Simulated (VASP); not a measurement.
A run of VASP 6.6.1 is set up as follows.

File INCAR:

```
SYSTEM = AlAs
PREC     = Accurate       ! precision mode
ENCUT    = 500            ! plane-wave cutoff, eV
EDIFF    = 1E-6           ! SCF threshold, eV
ISMEAR   = 0              ! smearing method
SIGMA    = 0.02           ! smearing width, eV
LREAL    = .FALSE.        ! projectors in reciprocal space
LASPH    = .TRUE.         ! aspherical terms in the spheres
NELM     = 120            ! most SCF steps
ALGO     = Normal         ! electronic algorithm
ISIF     = 2              ! what is computed and relaxed
LWAVE    = .FALSE.        ! write WAVECAR
LCHARG   = .TRUE.         ! write CHGCAR
GGA      = PE             ! functional
LELF     = .TRUE.         ! ELF
LVHAR    = .TRUE.       
NBANDS   = 11             ! bands
GGA_COMPAT= .FALSE.
```

The input KPOINTS:

```
Automatic mesh
0
G
  8 8 8
  0 0 0
```

File POSCAR:

```
AlAs
1.0
    0.0000000000      2.8638066092      2.8638066092
    2.8638066092      0.0000000000      2.8638066092
    2.8638066092      2.8638066092      0.0000000000
Al As
1 1
Direct
    0.0000000000      0.0000000000      0.0000000000
    0.2500000000      0.2500000000      0.2500000000
```

Potentials or basis: VASP PAW PBE potentials, release 64 (Al, As).

Run with:

```sh
$ cat potpaw_PBE.64/Al/POTCAR potpaw_PBE.64/As/POTCAR > POTCAR
$ mpirun -np 1 vasp_std > vasp.out
```

Problem. What does it give for the band gap on the k mesh?

Solution. 1.49 eV (least direct gap 1.78 eV).

Problem. Estimate the pressure.

Solution. 0.2 GPa.

A k mesh can miss the band edges.
